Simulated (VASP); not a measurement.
Input of a VASP 6.6.1 run:

The input INCAR:

```
PREC = Accurate ; ENCUT = 500
EDIFF = 1E-6 ; ISMEAR = 0
SIGMA = 0.15 ; LREAL = False
LASPH = True ; NELM = 200
ALGO = Normal ; ISIF = 2
LWAVE = False ; LCHARG = False
ISPIN = 2 ; MAGMOM = 0.5 0.5
LORBIT = 11 ; NUPDOWN = 1.0
LMAXMIX = 4 ; GGA = PE
NBANDS = 26 ; GGA_COMPAT = False
```

Contents of KPOINTS:

```
Automatic mesh
0
Gamma
  21 21 12
```

The input POSCAR:

```
Rh
1.0
    2.7782838484      0.0000000000      0.0000000000
   -1.3891419242      2.4060643917      0.0000000000
    0.0000000000      0.0000000000      4.4710857021
Rh
2
Direct
    0.6666666667      0.3333333333      0.7500000000
    0.3333333333      0.6666666667      0.2500000000
```

Potentials or basis: VASP PAW PBE potentials, release 64 (Rh_pv).

The run is started by

```console
$ cat potpaw_PBE.64/Rh_pv/POTCAR > POTCAR
$ mpirun -np 1 vasp_std > vasp.out
```

(1) What does it give for the pressure?

Results:

(1) -11.3 GPa.

Caveat: the cell stands under tension; the total moment is fixed, so each spin has its own Fermi level and the state may be an excited one.
